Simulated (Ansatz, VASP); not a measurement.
Mo: VASP beside Ansatz

```xyz
1
Lattice="-1.5082 1.5082 1.5082 1.5082 -1.5082 1.5082 1.5082 1.5082 -1.5082" Properties=species:S:1:pos:R:3 pbc="T T T"
Mo    0.0000    0.0000    0.0000
```

Change from the starting cell: strain -0.040 along x and y, -0.040 along z, atoms carried along.

Alike in both runs: task single point; functional PBE; k mesh 22 × 22 × 22; occupations gaussian, width 0.15 eV; no spin polarisation.

|  | VASP | Ansatz |
| --- | --- | --- |
| version | VASP 6.6.1 | Ansatz 0.2.0 |
| potentials or method | VASP PAW PBE potentials, release 64 (Mo_sv), cutoff 520 eV | scalar-relativistic, plane waves, PAW |
| valence electrons in the cell | 14 | 14 |

Ansatz gave:

* gap on the k mesh at the Fermi level (eV): none
* pressure (GPa): 48.6

Task: Which values does VASP return?

Result: gap on the k mesh at the Fermi level (eV): none; pressure (GPa): 49.5.

A gap of «none» marks a metal or a gap that the smearing closes. Both programs put the cell under a high pressure, so it lies far from rest at this level.
